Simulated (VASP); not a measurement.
Wanted: the native input for a VASP 6.6.1 run.

- Task: electric field gradients
- Functional: LDA
- Potentials or basis: VASP PAW LDA potentials, release 64 (Pt, Pb_d)
- Cutoff: 520 eV
- k mesh: 9 × 9 × 9
- Occupations: fermi-dirac, width 0.03 eV
- Spin: no spin polarisation
- Dipole correction: no
- Further INCAR settings: ALGO = Normal; EDIFF = 1e-08; NBANDS = 30

The structure of Pt3Pb lies in POSCAR:

```
Pt3Pb
1.0
    4.0031554390      0.0000000000      0.0000000000
    0.0000000000      4.0031554390      0.0000000000
    0.0000000000      0.0000000000      4.0031554390
Pt Pb
3 1
Direct
    0.0000000000      0.5000000000      0.5000000000
    0.5000000000      0.0000000000      0.5000000000
    0.5000000000      0.5000000000      0.0000000000
    0.0000000000      0.0000000000      0.0000000000
```

This cell differs from its parent crystal: volume scaled by 0.96.

One way to write it, as run:

INCAR

```
SYSTEM = Pt3Pb
PREC     = Accurate       ! precision mode
ENCUT    = 520            ! plane-wave cutoff, eV
EDIFF    = 1E-8           ! SCF threshold, eV
ISMEAR   = -1             ! smearing method
SIGMA    = 0.03           ! smearing width, eV
LREAL    = .FALSE.        ! projectors in reciprocal space
LASPH    = .TRUE.         ! aspherical terms in the spheres
NELM     = 60             ! most SCF steps
ALGO     = Normal         ! electronic algorithm
ISIF     = 2              ! what is computed and relaxed
LWAVE    = .FALSE.        ! write WAVECAR
LCHARG   = .FALSE.        ! write CHGCAR
GGA      = CA             ! functional
LEFG     = .TRUE.       
NBANDS   = 30             ! bands
```

KPOINTS

```
Automatic mesh
0
G
  9 9 9
  0 0 0
```

Potentials or basis: VASP PAW LDA potentials, release 64 (Pt, Pb_d).

Launch:

```bash
$ cat potpaw_LDA.64/Pt/POTCAR potpaw_LDA.64/Pb_d/POTCAR > POTCAR
$ mpirun -np 1 vasp_std > vasp.out
```

It gave:

```json
{"Pressure": "7.3 GPa", "Band gap on the k mesh": "zero (band 22 reaches 12.09 eV, above the bottom of band 23 at 11.68 eV)"}
```

Caveat: without QUAD_EFG the Cq values of the log hold for a quadrupole moment of 1 mb, not for the nuclei; spin-orbit coupling is left out, which moves the levels of the heavy elements.

Wall time 56 s on 1 thread of Intel(R) Xeon(R) Platinum 8375C CPU @ 2.90GHz (Ice Lake), on a shared host, peak memory 0.18 GiB.
